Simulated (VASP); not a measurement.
A run of VASP 6.6.1:

POSCAR

```
SiC
1.0
    0.0000000000      2.0220063149      2.0220063149
    2.0220063149      0.0000000000      2.0220063149
    2.0220063149      2.0220063149      0.0000000000
Si C
1 1
Direct
    0.0000000000      0.0000000000      0.0000000000
    0.2500000000      0.2500000000      0.2500000000
```

Contents of INCAR.step1:

```
ALGO = Normal
EDIFF = 1E-4
ENCUT = 520
GGA = PE
ISMEAR = 0
LASPH = T
LCHARG = F
LREAL = F
LWAVE = T
NBANDS = 11
NELM = 80
PREC = Accurate
SIGMA = 0.05
```

The input INCAR.step2:

```
ALGO = Normal
EDIFF = 1E-6
ENCUT = 520
ISIF = 2
ISMEAR = 0
ISTART = 1
LASPH = T
LCHARG = F
LMIXTAU = T
LREAL = F
LWAVE = F
METAGGA = R2SCAN
NBANDS = 11
NELM = 80
PREC = Accurate
SIGMA = 0.05
```

KPOINTS

```
k-points
0
Gamma
  10 10 10
```

Potentials or basis: VASP PAW PBE potentials, release 64 (Si, C).

Launch:

```console
$ cat potpaw_PBE.64/Si/POTCAR potpaw_PBE.64/C/POTCAR > POTCAR
$ cp INCAR.step1 INCAR
$ mpirun -np 1 vasp_std > vasp.out
$ cp INCAR.step2 INCAR
$ mpirun -np 1 vasp_std > vasp.out
```

Hardware: 1 thread of Intel(R) Xeon(R) 6975P-C (Granite Rapids) (shared host).

**Question.** Estimate the wall time of this run.

**Answer.** Wall time 13 s on 1 thread of Intel(R) Xeon(R) 6975P-C (Granite Rapids), on a shared host, peak memory 0.13 GiB. Counts: k points 47.
